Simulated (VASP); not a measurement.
# Si (I4_1/amd) in VASP: relaxation of cell and atoms with PBE

Aim: the relaxation of cell and atoms of Si with PBE.

Everything below comes from runs of VASP 6.6.1. Logs are shortened: lines on timing, memory, paths and dates and some standing lists are left out, and cuts for length are marked.

**1. The cell of the first run**

Symmetry: I4_1/amd, No. 141, tetragonal system. The conventional cell has a = 4.930 Å, b = 4.930 Å, c = 2.712 Å, α = 90.00°, β = 90.00°, γ = 90.00°. Si (site symmetry -4m2) has 10 Si at 2.56 to 3.20 Å within 3.4 Å.

**2. Relaxation of cell and atoms, PBE**

Contents of INCAR:

```
SYSTEM = Si
  ALGO = Normal
  EDIFF = 1E-6
  EDIFFG = -0.005
  ENCUT = 600
  GGA = PE
  IBRION = 2
  ISIF = 3
  ISMEAR = -1
  LASPH = .TRUE.
  LCHARG = .FALSE.
  LREAL = .FALSE.
  LWAVE = .FALSE.
  NELM = 80
  NSW = 60
  PREC = Accurate
  SIGMA = 0.1
```

Contents of KPOINTS:

```
k-points
0
G
  18 18 18
  0 0 0
```

Contents of POSCAR:

```
Si
1.0
   -2.4652152221      2.4652152221      1.3558683722
    2.4652152221     -2.4652152221      1.3558683722
    2.4652152221      2.4652152221     -1.3558683722
Si
2
Direct
   -0.3750000000     -0.1250000000     -0.2500000000
    0.3750000000      0.1250000000      0.2500000000
```

Potentials or basis: VASP PAW PBE potentials, release 64 (Si).

Started as:

```
cat potpaw_PBE.64/Si/POTCAR > POTCAR
mpirun -np 1 vasp_std > vasp.out
```

OUTCAR:

```text
SYSTEM = Si
   EDIFF = 1E-6
   EDIFFG = -0.005
   ENCUT = 600
   GGA = PE
   IBRION = 2
   ISIF = 3
   ISMEAR = -1
   LASPH = .TRUE.
   LREAL = .FALSE.
   NELM = 80
   NSW = 60
   PREC = Accurate

 ion  position               nearest neighbor table
   1  0.625  0.875  0.750-   2 2.56   2 2.56   2 2.56   2 2.56
   2  0.375  0.125  0.250-   1 2.56   1 2.56   1 2.56   1 2.56

  LATTYP: Found a body centered tetragonal cell.
 ALAT       =     4.9304304442
 C/A-ratio  =     0.5500000000

  Lattice vectors:

 A1 = (  -2.4652152221,   2.4652152221,   1.3558683722)
 A2 = (   2.4652152221,  -2.4652152221,   1.3558683722)
 A3 = (   2.4652152221,   2.4652152221,  -1.3558683722)

Analysis of symmetry for initial positions (statically):
=====================================================================
 Subroutine PRICEL returns:
 Original cell was already a primitive cell.

 Routine SETGRP: Setting up the symmetry group for a
 body centered tetragonal supercell.

 Subroutine GETGRP returns: Found 16 space group operations
 (whereof  4 operations were pure point group operations)
 out of a pool of 16 trial point group operations.

The static configuration has the point symmetry C_2h.
 The point group associated with its full space group is D_4h.

Analysis of symmetry for dynamics (positions and initial velocities):
=====================================================================
 Subroutine PRICEL returns:
 Original cell was already a primitive cell.

 Routine SETGRP: Setting up the symmetry group for a
 body centered tetragonal supercell.

 Subroutine GETGRP returns: Found 16 space group operations
 (whereof  4 operations were pure point group operations)
 out of a pool of 16 trial point group operations.

The dynamic configuration has the point symmetry C_2h.
 The point group associated with its full space group is D_4h.

 Subroutine INISYM returns: Found 16 space group operations
 (whereof  4 operations are pure point group operations),
 and found     1 'primitive' translations

----------------------------------------------------------------------------------------

                                     Primitive cell

  volume of cell :      32.9600

  direct lattice vectors                    reciprocal lattice vectors
    -2.465215222  2.465215222  1.355868372     0.000000000  0.202822048  0.368767360
     2.465215222 -2.465215222  1.355868372     0.202822048  0.000000000  0.368767360
     2.465215222  2.465215222 -1.355868372     0.202822048  0.202822048  0.000000000

  length of vectors
     3.740715336  3.740715336  3.740715336     0.420863575  0.420863575  0.286833691

  position of ions in fractional coordinates (direct lattice)
     0.625000000  0.875000000  0.750000000
     0.375000000  0.125000000  0.250000000

  ion indices of the primitive-cell ions
   primitive index   ion index
                 1           1
                 2           2

----------------------------------------------------------------------------------------

 KPOINTS: k-points

Automatic generation of k-mesh.
 Grid dimensions read from file:
 generate k-points for:   18   18   18

 Generating k-lattice:

  Cartesian coordinates                     Fractional coordinates (reciprocal lattice)
     0.000000000  0.011267892  0.020487076     0.055555556 -0.000000000  0.000000000
     0.011267892  0.000000000  0.020487076    -0.000000000  0.055555556  0.000000000
     0.011267892  0.011267892  0.000000000     0.000000000  0.000000000  0.055555556

  Length of vectors
     0.023381310  0.023381310  0.015935205

  Shift w.r.t. Gamma in fractional coordinates (k-lattice)
     0.000000000  0.000000000  0.000000000

 Subroutine IBZKPT returns following result:
 ===========================================

 Found    480 irreducible k-points:

 Following reciprocal coordinates:
            Coordinates               Weight
  0.000000  0.000000  0.000000      1.000000
  0.055556  0.000000 -0.000000      8.000000
  0.111111  0.000000 -0.000000      8.000000
  0.166667  0.000000 -0.000000      8.000000
  0.222222  0.000000 -0.000000      8.000000
  0.277778  0.000000 -0.000000      8.000000
[... 16 lines left out ...]
 -0.277778  0.055556  0.000000     16.000000
 -0.222222  0.055556  0.000000     16.000000
 [... further k-points ...]
   k-points           NKPTS =    480   k-points in BZ     NKDIM =    480   number of bands    NBANDS=      8
   number of dos      NEDOS =    301   number of ions     NIONS =      2
   total plane-waves  NPLWV =  27000
   dimension x,y,z NGX =    30 NGY =   30 NGZ =   30
   dimension x,y,z NGXF=    60 NGYF=   60 NGZF=   60
   ions per type =               2
   NGX,Y,Z   is equivalent  to a cutoff of  13.33, 13.33, 13.33 a.u.
   NGXF,Y,Z  is equivalent  to a cutoff of  26.67, 26.67, 26.67 a.u.
 SYSTEM =  Si
   PREC   = accura    normal or accurate (medium, high low for compatibility)
   ISTART =      0    job   : 0-new  1-cont  2-samecut
   ICHARG =      2    charge: 1-file 2-atom 10-const
   ISPIN  =      1    spin polarized calculation?
   LNONCOLLINEAR =      F non collinear calculations
   LSORBIT =      F    spin-orbit coupling
   LASPH  =      T    aspherical Exc in radial PAW
   ENCUT  =  600.0 eV  44.10 Ry    6.64 a.u.   7.47  7.47  7.47*2*pi/ulx,y,z
   NELM   =     80;   NELMIN=  2; NELMDL= -5     # of ELM steps
   EDIFF  = 0.1E-05   stopping-criterion for ELM
   LREAL  =      F    real-space projection
   EDIFFG = -.5E-02   stopping-criterion for IOM
   NSW    =     60    number of steps for IOM
   IBRION =      2    ionic relax: 0-MD 1-quasi-New 2-CG
   NFREE  =      1    steps in history (QN), initial steepest desc. (CG)
   ISIF   =      3    stress and relaxation
   ISYM   =      2    0-nonsym 1-usesym 2-fastsym
   POTIM  = 0.5000    time-step for ionic-motion
   TEBEG  =    0.0;   TEEND  =   0.0 temperature during run
   PSTRESS=    0.0 pullay stress
   NELECT =       8.0000    total number of electrons
   NUPDOWN=      -1.0000    fix difference up-down
   EMIN   =  10.00;   EMAX   =-10.00  energy-range for DOS
   EFERMI =   0.00;   METHOD = LEGACY
   ISMEAR =    -1;   SIGMA  =   0.10  broadening in eV -4-tet -1-fermi 0-gaus
   EFERMI_NEDOS =   21; number of points for ismear=-14 and -15
   IALGO  =     38    algorithm
   IMIX   =      4    mixing-type and parameters
     AMIX     =   0.40;   BMIX     =  1.00
     AMIX_MAG =   1.60;   BMIX_MAG =  1.00
  volume/ion in A,a.u.               =      16.48       111.21
  Fermi-wavevector in a.u.,A,eV,Ry     =   1.021196  1.929781 14.188716  1.042841
  Thomas-Fermi vector in A             =   2.154807
   LORBIT       =      0    0 simple, 1 ext, 2 COOP (PROOUT), +10 PAW based schemes
   GGA     = PE    functional components
   LHFCALC =     F    Hartree Fock is set to
   AEXX    =    0.0000 exact exchange contribution
   IVDW    =     0    specifies the selected vdW correction
   LEPSILON=     F    determine dielectric tensor
   LRPA    =     F    only Hartree local field effects (RPA)
 conjugate gradient relaxation of ions
 non-spin polarized calculation
  energy-cutoff  :      600.00
  volume of cell :       32.96
 maximum number of plane-waves:      1126
 NGX is ok and might be reduce to    30
   NGX = 15   NGY = 15   NGZ = 15

--------------------------------------- Ionic step        1  -------------------------------------------

 number of electron       8.0000000 magnetization

 Free energy of the ion-electron system (eV)
  ---------------------------------------------------
  ext. energy  EPLUGINS =         0.00000000
  ---------------------------------------------------
  free energy    TOTEN  =       -10.23127686 eV

  energy without entropy =      -10.20751502  energy(sigma->0) =      -10.21939594

------------------------ aborting loop because EDIFF is reached ----------------------------------------

  FORCE on cell =-STRESS in cart. coord.  units (eV):
  Direction    XX          YY          ZZ          XY          YZ          ZX
  --------------------------------------------------------------------------------------
  -------------------------------------------------------------------------------------
  Total       -1.3899925     -1.3899925     -1.2355616      0.0000000     -0.0000000      0.0000000
  in kB      -67.5671885    -67.5671885    -60.0603402      0.0000000     -0.0000000      0.0000000
  external PRESSURE =     -65.0649058 kB  Pullay stress =       0.0000000 kB
[... 237 lines left out ...]
  energy  without entropy=      -10.2571690585  energy(sigma->0) =      -10.26879388

--------------------------------------- Ionic step        8  -------------------------------------------

 number of electron       8.0000000 magnetization

 Free energy of the ion-electron system (eV)
  ---------------------------------------------------
  ext. energy  EPLUGINS =         0.00000000
  ---------------------------------------------------
  free energy    TOTEN  =       -10.28042609 eV

  energy without entropy =      -10.25717125  energy(sigma->0) =      -10.26879867

 E-fermi :   9.0592     XC(G=0): -10.8783

 val. band max:        9.0509718059   @ k =   0.4444   0.3889  -0.0000
 cond. band min:       9.0671976278   @ k =  -0.4444   0.0556   0.0000
 fundamental gap:      0.0162258219
 Fermi energy:         9.0592054761

 k-point     1 :       0.0000    0.0000    0.0000
  band No.  band energies     occupation
      1      -4.6145      2.00000
      2       6.5626      2.00000
      3       6.5626      2.00000
      4       6.9319      2.00000
      5      10.6595      0.00000
      6      16.6168      0.00000
      7      17.8459      0.00000
      8      17.8459      0.00000
[... 243 lines left out ...]
 k-point    24 :      -0.2222    0.0556    0.0000
  band No.  band energies     occupation
      1      -3.7204      2.00000
      2       4.6878      2.00000
      3       6.3031      2.00000
      4       9.8066      0.00113
      5      12.6485      0.00000
      6      13.0644      0.00000
      7      13.5721      0.00000
      8      15.5766      0.00000

 [... further k-points ...]
[... 5 lines left out ...]
  --------------------------------------------------------------------------------------
  -------------------------------------------------------------------------------------
  Total        0.0002856      0.0002856      0.0002374     -0.0000000      0.0000000     -0.0000000
  in kB        0.0149087      0.0149087      0.0123927     -0.0000000      0.0000000     -0.0000000
  external PRESSURE =       0.0140700 kB  Pullay stress =       0.0000000 kB
[... 17 lines left out ...]
  FREE ENERGIE OF THE ION-ELECTRON SYSTEM (eV)
  ---------------------------------------------------
  free  energy   TOTEN  =       -10.2804260897 eV

  energy  without entropy=      -10.2571712453  energy(sigma->0) =      -10.26879867

 reached required accuracy - stopping structural energy minimisation
```

Run time: 3.4 min. Hardware: 1 thread of Intel Xeon 6975P-C (Granite Rapids), shared host; peak memory 0.26 GiB.

Results:

* Free energy: -10.2804 eV
* Relaxed volume: 15.35 Å³/atom
* Relaxed cell: a = 3.654 Å, b = 3.654 Å, c = 3.654 Å, α = 97.54°, β = 97.54°, γ = 137.54°
* Space group after relaxing (to 0.1 Å): I4_1/amd (No. 141)
* Energy gained by relaxing: 24.6 meV/atom
* Ionic steps: 8
* Pressure after relaxing: 0.0 GPa
* Band gap on the k mesh: zero (bands 4 and 5 overlap by 6.36 eV)

Step by step:
| step | energy change (eV) | largest force (eV/Å) | pressure (GPa) | volume (Å³) |
| --- | --- | --- | --- | --- |
| 1 | 0.0000 | 0.0000 | -6.51 | 32.96 |
| 2 | -0.0408 | 0.0000 | 3.19 | 29.87 |
| 3 | -0.0490 | 0.0000 | 0.01 | 30.71 |
| 4 | -0.0490 | 0.0000 | -0.15 | 30.75 |
| 5 | -0.0491 | 0.0000 | -0.15 | 30.74 |
| 6 | -0.0491 | 0.0000 | -0.14 | 30.74 |
| 7 | -0.0491 | 0.0000 | 0.09 | 30.67 |
| 8 | -0.0491 | 0.0000 | 0.00 | 30.70 |

Final structure:
```cif
data_structure
_symmetry_space_group_name_H-M 'P 1'
_symmetry_Int_Tables_number 1
_cell_length_a 3.6538
_cell_length_b 3.6538
_cell_length_c 3.6538
_cell_angle_alpha 97.536
_cell_angle_beta 97.536
_cell_angle_gamma 137.537
_cell_volume 30.70
loop_
_atom_site_label
_atom_site_type_symbol
_atom_site_fract_x
_atom_site_fract_y
_atom_site_fract_z
_atom_site_occupancy
Si1 Si 0.62500 0.87500 0.75000 1
Si2 Si 0.37500 0.12500 0.25000 1
```
